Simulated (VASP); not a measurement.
Crystal: Si.

```xyz
4
Lattice="3.8321 0.0000 0.0000 -1.9161 3.3187 0.0000 0.0000 0.0000 6.3412" Properties=species:S:1:pos:R:3 pbc="T T T"
Si    0.0000    2.2125    0.3999
Si    1.9161    1.1062    3.5705
Si    0.0000    2.2125    2.7707
Si    1.9161    1.1062    5.9414
```

Program: VASP 6.6.1. Alike in all runs: task single point; potentials or basis VASP PAW PBE potentials, release 64 (Si); no spin polarisation; cell as given; cutoff (eV) 520; smearing gaussian 0.01 eV. Hardware: 1 thread of Intel(R) Xeon(R) Platinum 8259CL CPU @ 2.50GHz (Skylake/Cascade Lake), on a shared host.

**Question.** Order these runs on this cell by their wall time, lowest first.
A. level HSE06; k mesh 6 × 6 × 2; grid for exact exchange (PRECFOCK) Normal; screening parameter 0.2079 1/Å
B. level PBE; k mesh 6 × 6 × 2
C. level r2SCAN; k mesh 6 × 6 × 4

**Answer.** B (17 s), C (77 s), A (1000 s).

Caveats: some runs use coarse meshes.
